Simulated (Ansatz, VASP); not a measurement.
## Two plane-wave programs on Cd5HgO6

File INCAR:

```
SYSTEM = Cd5HgO6
ALGO = Fast
EDIFF = 1E-6
ENCUT = 520
GGA = PE
ISIF = 2
ISMEAR = 0
LASPH = .TRUE.
LCHARG = .FALSE.
LREAL = .FALSE.
LWAVE = .FALSE.
NBANDS = 66
NELM = 60
PREC = Accurate
SIGMA = 0.1
```

The input KPOINTS:

```
k-points
0
G
  8 8 8
  0 0 0
```

The input POSCAR:

```
Cd5HgO6
1.0
    2.3897746763     -7.2482706928      0.0000000000
    2.3897746763      7.2482706928      0.0000000000
    0.0000000000      0.0000000000      4.7756557211
Cd Hg O
5 1 6
Direct
    0.8319694275      0.1680305725      0.0000000000
    0.1680305725      0.8319694275      0.0000000000
    0.5000000000      0.5000000000      0.0000000000
    0.3337437401      0.6662562599      0.5000000000
    0.6662562599      0.3337437401      0.5000000000
    0.0000000000      0.0000000000      0.5000000000
    0.1716931004      0.8283068996      0.5000000000
    0.5000000000      0.5000000000      0.5000000000
    0.8283068996      0.1716931004      0.5000000000
    0.6647311482      0.3352688518      0.0000000000
    0.0000000000      0.0000000000      0.0000000000
    0.3352688518      0.6647311482      0.0000000000
```

Input for Ansatz:

```yaml
crystal:
  lattice:
    - [2.3897746763, -7.2482706928, 0.0]
    - [2.3897746763, 7.2482706928, 0.0]
    - [0.0, 0.0, 4.7756557211]
  atoms:
    - { symbol: Cd, position: [0.8319694275, 0.1680305725, 0.0] }
    - { symbol: Cd, position: [0.1680305725, 0.8319694275, 0.0] }
    - { symbol: Cd, position: [0.5, 0.5, 0.0] }
    - { symbol: Cd, position: [0.3337437401, 0.6662562599, 0.5] }
    - { symbol: Cd, position: [0.6662562599, 0.3337437401, 0.5] }
    - { symbol: Hg, position: [0.0, 0.0, 0.5] }
    - { symbol: O, position: [0.1716931004, 0.8283068996, 0.5] }
    - { symbol: O, position: [0.5, 0.5, 0.5] }
    - { symbol: O, position: [0.8283068996, 0.1716931004, 0.5] }
    - { symbol: O, position: [0.6647311482, 0.3352688518, 0.0] }
    - { symbol: O, position: [0.0, 0.0, 0.0] }
    - { symbol: O, position: [0.3352688518, 0.6647311482, 0.0] }
basis:
  ecutwfc: 420
kpoints:
  mp_grid: { grid: [8, 8, 8] }
  band_path:
    path:
      - [[0.0, 0.0, 0.0], [-0.5, 0.5, 0.0], [-0.27717597, 0.72282403, 0.0]]
      - [[0.27717597, 0.27717597, 0.0], [0.0, 0.0, 0.0], [0.0, 0.0, 0.5], [0.27717597, 0.27717597, 0.5]]
      - [[-0.27717597, 0.72282403, 0.5], [-0.5, 0.5, 0.5], [-0.5, 0.5, 0.0]]
      - [[0.0, 0.0, 0.0], [0.0, 0.5, 0.0], [0.0, 0.5, 0.5], [0.0, 0.0, 0.5], [-0.5, 0.5, 0.5]]
    npoints: 10
hamiltonian:
  xc: pbe
scf:
  occupations: { method: gaussian, width: 0.1 }
  n_extra_bands: 30
output:
  forces: true
  stress: true
  eigenvalues: true
  populations: true
  dos: { projected: true, de: 0.02, nscf_kmesh: { grid: [10, 10, 10] } }
  bader: false
  write_density: true
  write_potential: true
  elf: true
  volumetric_format: npy
```

Alike in both runs: task single point; functional PBE; k mesh 8 × 8 × 8; occupations gaussian, width 0.1 eV; no spin polarisation.

```csv
,VASP,Ansatz
version,VASP 6.6.1,Ansatz 0.2.0
potentials or method,"VASP PAW PBE potentials, release 64 (Cd, Hg, O), cutoff 520 eV","scalar-relativistic, plane waves, PAW"
valence electrons in the cell,108,156
```

Ansatz gave:

```
gap on the k mesh at the Fermi level (eV)                     : none
pressure (GPa)                                                : 0.0
traceless stress, the component that is largest in VASP (GPa) : -0.02
rms of the force components (eV/Å)                            : 0.000
```

**Question.** What did VASP give for the same quantities?

**Answer.** gap on the k mesh at the Fermi level (eV): none; pressure (GPa): 1.1; traceless stress, the component that is largest in VASP (GPa): -0.09; rms of the force components (eV/Å): 0.005.

Atom by atom the forces differ by 0.005 eV/Å (rms over components). A gap of «none» marks a metal or a gap that the smearing closes. VASP's potentials hold 108 valence electrons a cell and Ansatz's 156, so a difference there can come from the potentials and not from the codes.

Neither program's run includes spin-orbit coupling.
